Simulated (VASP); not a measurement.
A run of VASP 6.6.1 is set up as follows.

Contents of INCAR:

```
PREC = Accurate ; ENCUT = 520
EDIFF = 1E-6 ; ISMEAR = 0
SIGMA = 0.1 ; LREAL = Auto
LASPH = T ; NELM = 100
ALGO = Normal ; ISIF = 2
LWAVE = F ; LCHARG = T
LDIPOL = T ; IDIPOL = 3
DIPOL = 0.5 0.5 0.322 ; GGA = PE
LELF = T ; LVHAR = T
LVACPOTAV = T ; NBANDS = 46
```

The input KPOINTS:

```
regular mesh
0
Gamma
  6 4 1
```

File POSCAR:

```
Be24Cl
1.0
    4.5254381414      0.0000000000      0.0000000000
    0.0000000000      7.1336190818      0.0000000000
    0.0000000000      0.0000000000     19.8685529777
Be Cl
24 1
Direct
    0.0000000000      0.3750000000      0.2013231665
    0.0000000000      0.8750000000      0.2013231665
    0.5000000000      0.3750000000      0.2013231665
    0.5000000000      0.8750000000      0.2013231665
    0.2500000000      0.1250000000      0.2341987732
    0.2500000000      0.6250000000      0.2341987732
    0.7500000000      0.1250000000      0.2341987732
    0.7500000000      0.6250000000      0.2341987732
    0.2500000000      0.3750000000      0.2999499865
    0.2500000000      0.8750000000      0.2999499865
    0.7500000000      0.3750000000      0.2999499865
    0.7500000000      0.8750000000      0.2999499865
    0.0000000000      0.1250000000      0.3268353583
    0.0000000000      0.6250000000      0.3268353583
    0.5000000000      0.1250000000      0.3268353583
    0.5000000000      0.6250000000      0.3268353583
    0.0000000000      0.3750000000      0.3993099146
    0.0000000000      0.8750000000      0.3993099146
    0.5000000000      0.3750000000      0.3993099146
    0.5000000000      0.8750000000      0.3993099146
    0.2500000000      0.1250000000      0.4211958962
    0.2500000000      0.6250000000      0.4211958962
    0.7500000000      0.1250000000      0.4211958962
    0.7500000000      0.6250000000      0.4211958962
    0.4166666667      0.1250000000      0.5145678785
```

Potentials or basis: VASP PAW PBE potentials, release 64 (Be, Cl).

Run with:

```bash
$ cat potpaw_PBE.64/Be/POTCAR potpaw_PBE.64/Cl/POTCAR > POTCAR
$ mpirun -np 1 vasp_std > vasp.out
```

Question: What does it give for the largest force?

Answer: 0.814 eV/Å.

Question: Estimate the band gap on the k mesh.

Answer: Zero (an odd number of electrons rules out a gap without spin polarisation).

Forces on the atoms (eV/Å):
```
Be   0.005 -0.037  0.544
Be   0.005  0.037  0.544
Be  -0.002  0.139  0.584
Be  -0.002 -0.139  0.584
Be  -0.041  0.000 -0.592
Be   0.027  0.000 -0.791
Be   0.042  0.000 -0.588
Be  -0.032  0.000 -0.813
Be  -0.055  0.078  0.086
Be  -0.055 -0.078  0.086
Be   0.049  0.099  0.022
Be   0.049 -0.099  0.022
Be   0.069  0.000  0.197
Be  -0.051  0.000  0.060
Be  -0.006  0.000  0.421
Be   0.033  0.000 -0.146
Be  -0.118  0.317 -0.344
Be  -0.118 -0.317 -0.344
Be   0.053  0.496 -0.379
Be   0.053 -0.496 -0.379
Be  -0.024  0.000  0.585
Be   0.005  0.000 -0.027
Be  -0.412  0.000  0.623
Be   0.004  0.000  0.052
Cl   0.521  0.000 -0.006
```
